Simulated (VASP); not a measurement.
Input of a VASP 6.6.1 run:

File POSCAR:

```
Sb
1.0
    2.1706020527      1.2531976795      3.8710910875
   -2.1706020527      1.2531976795      3.8710910875
    0.0000000000     -2.5063953589      3.8710910875
Sb
2
Direct
    0.2313018333      0.2313018333      0.2313018333
    0.7686981667      0.7686981667      0.7686981667
```

File INCAR.step1:

```
SYSTEM = Sb
PREC = Accurate
ENCUT = 520
ISMEAR = 0
SIGMA = 0.6
LREAL = .False.
LASPH = .True.
NELM = 60
NBANDS = 12
GGA = PE
ALGO = Normal
EDIFF = 1E-4
LWAVE = .True.
LCHARG = .False.
```

The input INCAR.step2:

```
SYSTEM = Sb
PREC = Accurate
ENCUT = 520
EDIFF = 1E-6
ISMEAR = 0
SIGMA = 0.6
LREAL = .False.
LASPH = .True.
NELM = 60
ALGO = Normal
ISIF = 2
LWAVE = .False.
LCHARG = .False.
METAGGA = R2SCAN
LMIXTAU = .True.
NBANDS = 12
ISTART = 1
```

File KPOINTS:

```
Automatic mesh
0
Gamma
  9 9 9
  0 0 0
```

Potentials or basis: VASP PAW PBE potentials, release 64 (Sb).

Command:

```bash
$ cat potpaw_PBE.64/Sb/POTCAR > POTCAR
$ cp INCAR.step1 INCAR
$ mpirun -np 1 vasp_std > vasp.out
$ cp INCAR.step2 INCAR
$ mpirun -np 1 vasp_std > vasp.out
```

Predict the largest force.

0.116 eV/Å.

What does it give for the band gap on the k mesh?

0.13 eV, indirect (least direct gap 0.58 eV).

Estimate the pressure.

0.1 GPa.

Forces on the atoms (eV/Å):
```
Sb   0.000  0.000  0.116
Sb   0.000  0.000 -0.116
```

Caveat: the PAW data sets were made with another functional, which shifts forces and pressure a little; spin-orbit coupling is left out, which moves the levels of the heavy elements. A k mesh can miss the band edges.
